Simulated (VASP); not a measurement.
Input of a VASP 6.6.1 run:

The input INCAR:

```
SYSTEM = P
PREC = Accurate ; ENCUT = 520
EDIFF = 1E-6 ; ISMEAR = 0
SIGMA = 0.1 ; LREAL = .False.
LASPH = .True. ; NELM = 100
ALGO = Normal ; ISIF = 2
LWAVE = .False. ; LCHARG = .False.
GGA = PE ; NBANDS = 30
```

The input KPOINTS:

```
regular mesh
0
Gamma
  4 4 4
  0 0 0
```

File POSCAR:

```
P
1.0
   -3.4433857600      3.4433857600      2.8412167200
    3.4433857600     -3.4433857600      2.8412167200
    3.4433857600      3.4433857600     -2.8412167200
P
8
Direct
    0.5385858800      0.0385858800      0.2035503400
    0.8350355400      0.3350355400      0.7964496600
    0.0385858800      0.8350355400      0.5000000000
    0.3350355400      0.5385858800      0.5000000000
    0.6649644600      0.4614141200      0.5000000000
    0.9614141200      0.1649644600      0.5000000000
    0.1649644600      0.6649644600      0.2035503400
    0.4614141200      0.9614141200      0.7964496600
```

Potentials or basis: VASP PAW PBE potentials, release 64 (P).

Run with:

```bash
$ cat potpaw_PBE.64/P/POTCAR > POTCAR
$ mpirun -np 1 vasp_std > vasp.out
```

Question: Estimate the largest force.

Answer: 1.112 eV/Å.

Question: What does it give for the pressure?

Answer: 22.3 GPa.

Stress tensor (GPa, compression positive):
```
25.21  0.00  0.00
 0.00 25.21  0.00
 0.00  0.00 16.58
```

Caveat: the stress differs along the axes, from 17 to 25 GPa; forces of over 1 eV/Å act on the atoms, so gaps and moduli don't describe the material at rest.
